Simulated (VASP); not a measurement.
# HfO2: single point with r2SCAN

The system is HfO2.

```
Hf O
1.0
     0.00000    2.52918    2.52918
     2.52918    0.00000    2.52918
     2.52918    2.52918    0.00000
Hf O
1 2
Direct
  0.00000 0.00000 0.00000
  0.25000 0.25000 0.25000
  0.75000 0.75000 0.75000
```

```json
{"Program": "VASP 6.6.1", "Task": "single point", "Functional": "r2SCAN", "Potentials or basis": "VASP PAW PBE potentials, release 64 (Hf_pv, O)", "Cutoff": "520 eV", "k mesh": "8 × 8 × 8", "Occupations": "fermi-dirac, width 0.02 eV", "Spin": "no spin polarisation", "Dipole correction": "no", "Further INCAR settings": "ALGO = Normal; EDIFF = 1e-06; NBANDS = 18"}
```

```yaml
Pressure: -3.9 GPa
Band_gap_on_the_k_mesh: 4.32 eV, direct
```

Levels at points of the mesh, in eV from the valence-band top:
| k point | band 8 | band 9 | band 10 | band 11 | band 12 | band 13 | band 14 | band 15 |
| --- | --- | --- | --- | --- | --- | --- | --- | --- |
| (0.00, 0.00, 0.00) | -5.48 | -0.64 | -0.64 | -0.64 | 4.42 | 4.42 | 6.52 | 11.09 |
| (0.50, 0.00, 0.00) | -3.08 | -2.82 | -1.90 | -1.90 | 5.13 | 5.13 | 7.56 | 9.64 |
| (0.50, 0.50, 0.00) | -3.59 | -1.56 | -1.56 | 0.00 | 4.32 | 6.05 | 7.24 | 8.73 |

Wall time 31 s on 1 thread of Intel(R) Xeon(R) 6975P-C (Granite Rapids), on a shared host, peak memory 0.17 GiB.

Caveat: the PAW data sets were made with another functional, which shifts forces and pressure a little; spin-orbit coupling is left out, which moves the levels of the heavy elements. A k mesh can miss the band edges.
